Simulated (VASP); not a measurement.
Runs of VASP 6.6.1 on LiBr. The structure is that of space group Fm-3m (No. 225), or close to it. The cells are those of the table. 

| level | cell | cutoff (eV) | gap on the mesh (eV) | pressure (GPa) |
| --- | --- | --- | --- | --- |
| PBE | a = 3.897 Å, angles 60.0°, 2 atoms | 750 | (c) | 0.0 |
| PBE | a = 3.817 Å, angles 60.0°, 2 atoms | 750 | 5.20 | (b) |
| r2SCAN | a = 3.950 Å, angles 60.0°, 2 atoms | 830 | 5.67 | -1.7 |
| r2SCAN | a = 3.795 Å, angles 60.0°, 2 atoms | 830 | 6.26 | 1.7 |
| PBE | a = 3.935 Å, angles 60.0°, 2 atoms | 750 | (a) | -0.8 |

Alike in all rows: task single point; potentials or basis VASP PAW PBE potentials, release 64 (Li_sv, Br); no spin polarisation; k mesh 6 × 6 × 6; smearing gaussian 0.01 eV.

Problem. Estimate the missing entries.

Solution. (a) 4.80; (b) 1.8; (c) 4.92.

Caveats: the PAW data sets were made with another functional, which shifts forces and pressure a little (some runs).

A k mesh can miss the band edges, and the runs leave out spin-orbit coupling on Br.
